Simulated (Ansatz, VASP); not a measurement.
**Two plane-wave programs on Pd**

```
Pd
1.0
     0.00000    1.93697    1.93697
     1.93697    0.00000    1.93697
     1.93697    1.93697    0.00000
Pd
1
Direct
  0.00000 0.00000 0.00000
```

Alike in both runs: functional PBEsol; k mesh 20 × 20 × 20; occupations methfessel-paxton of order 1, width 0.1 eV; no spin polarisation.

Ansatz relaxed the structure, and its values are those at the end. VASP's run is a single point on that final structure, the one shown.

```csv
,VASP,Ansatz
version,VASP 6.6.1,Ansatz 0.2.0
potentials or method,"VASP PAW PBE potentials, release 64 (Pd)","scalar-relativistic, plane waves, PAW"
plane-wave cutoff (eV),520,420
valence electrons in the cell,10,18
```

Ansatz gave:

```
gap on the k mesh at the Fermi level (eV) : none
pressure (GPa)                            : 0.0
```

**Question.** Estimate VASP's values.

**Answer.** gap on the k mesh at the Fermi level (eV): none; pressure (GPa): -0.4.

VASP's potentials were made for PBE, not for PBEsol. A gap of «none» marks a metal or a gap that the smearing closes. VASP's potentials hold 10 valence electrons a cell and Ansatz's 18, so a difference there can come from the potentials and not from the codes.
